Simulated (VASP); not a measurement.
A run of VASP 6.6.1:

The input INCAR:

```
PREC = Accurate
ENCUT = 520
EDIFF = 1E-6
ISMEAR = -1
SIGMA = 0.08
LREAL = F
LASPH = T
NELM = 60
ALGO = Normal
ISIF = 2
LWAVE = F
LCHARG = F
GGA = PS
NBANDS = 18
```

The input KPOINTS:

```
regular mesh
0
Gamma
  13 13 13
```

POSCAR

```
TiPd
1.0
    3.1800000000      0.0318000000      0.0318000000
    0.0318000000      3.1800000000      0.0318000000
    0.0318000000      0.0318000000      3.1800000000
Ti Pd
1 1
Direct
    0.5000000000      0.5000000000      0.5000000000
    0.0000000000      0.0000000000      0.0000000000
```

Potentials or basis: VASP PAW PBE potentials, release 64 (Ti_sv, Pd).

The run is started by

```bash
$ cat potpaw_PBE.64/Ti_sv/POTCAR potpaw_PBE.64/Pd/POTCAR > POTCAR
$ mpirun -np 1 vasp_std > vasp.out
```

Hardware: 1 thread of Intel(R) Xeon(R) Platinum 8488C (Sapphire Rapids), on a shared host.

Estimate the wall time of this run.

It took 48 s on 1 thread of Intel(R) Xeon(R) Platinum 8488C (Sapphire Rapids), on a shared host, peak memory 0.25 GiB. Counts: scf iterations 14, k points 231.
